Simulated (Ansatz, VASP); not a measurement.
# Be: VASP beside Ansatz

```
CELL_PARAMETERS angstrom
2.23257 0.00000 0.00000
-1.11629 1.93347 0.00000
0.00000 0.00000 3.52916
ATOMIC_POSITIONS crystal
Be 0.28627 0.66667 0.25000
Be 0.71373 0.33333 0.75000
```

Change from the starting cell: mode 4 frozen in at -0.104 Å, equal normal strain along x, y and z +0.0083.

Alike in both runs: task single point; functional PBE; dispersion D3(BJ); k mesh 24 × 24 × 12; occupations gaussian, width 0.15 eV; no spin polarisation.

```csv
,VASP,Ansatz
version,VASP 6.6.1,Ansatz 0.2.0
potentials or method,"VASP PAW PBE potentials, release 64 (Be), cutoff 520 eV","scalar-relativistic, plane waves, PAW"
valence electrons in the cell,4,4
```

|  | VASP | Ansatz | Ansatz less VASP |
| --- | --- | --- | --- |
| gap on the k mesh at the Fermi level (eV) | none | none | - |
| pressure (GPa) | -2.1 | -2.3 | -0.17 |
| traceless stress, the component that is largest in VASP (GPa) | 5.81 | 5.78 | -0.025 |
| rms of the force components (eV/Å) | 0.452 | 0.452 | 0.0000 |

Atom by atom the forces differ by 0.000 eV/Å (rms over components). A gap of «none» marks a metal or a gap that the smearing closes.
